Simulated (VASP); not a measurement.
Wanted: the native input for a VASP 6.6.1 run.

```
Task                   : relaxation of shape and atoms at fixed volume
Functional             : PBE
Potentials or basis    : VASP PAW PBE potentials, release 64 (In_d)
Cutoff                 : 600 eV
k mesh                 : 18 × 18 × 18
Occupations            : gaussian, width 0.1 eV
Spin                   : no spin polarisation
Dipole correction      : no
Further INCAR settings : ALGO = Fast; EDIFF = 1e-06; IBRION = 2; EDIFFG = -0.01; NSW = 50; ISIF = 4
```

The structure of In lies in POSCAR:

```
In
1.0
   -1.6426375499      1.6426375499      2.3182152855
    1.6426375499     -1.6426375499      2.3182152855
    1.6426375499      1.6426375499     -2.3182152855
In
1
Direct
    0.0000000000      0.0000000000      0.0000000000
```

This isn't the form of In at room conditions, which is tetragonal.

The input as run:

INCAR

```
SYSTEM = In
  PREC = Accurate
  ENCUT = 600
  EDIFF = 1E-6
  ISMEAR = 0
  SIGMA = 0.1
  LREAL = .FALSE.
  LASPH = .TRUE.
  NELM = 80
  ALGO = Fast
  ISIF = 4
  LWAVE = .FALSE.
  LCHARG = .FALSE.
  GGA = PE
  IBRION = 2
  NSW = 50
  EDIFFG = -0.01
```

KPOINTS

```
regular mesh
0
G
  18 18 18
  0 0 0
```

Potentials or basis: VASP PAW PBE potentials, release 64 (In_d).

Launch:

```sh
$ cat potpaw_PBE.64/In_d/POTCAR > POTCAR
$ mpirun -np 1 vasp_std > vasp.out
```

It gave:

```json
{"Pressure after relaxing": "4.3 GPa", "Band gap on the k mesh": "zero (an odd number of electrons rules out a gap without spin polarisation)"}
```

Caveat: the relaxation stopped at its first step, so nothing moved; spin-orbit coupling is left out, which moves the levels of the heavy elements.

It took 2.1 min on 1 thread of AMD EPYC 7R43 64-Core Processor (Zen 3), with other jobs on the host, peak memory 0.24 GiB.
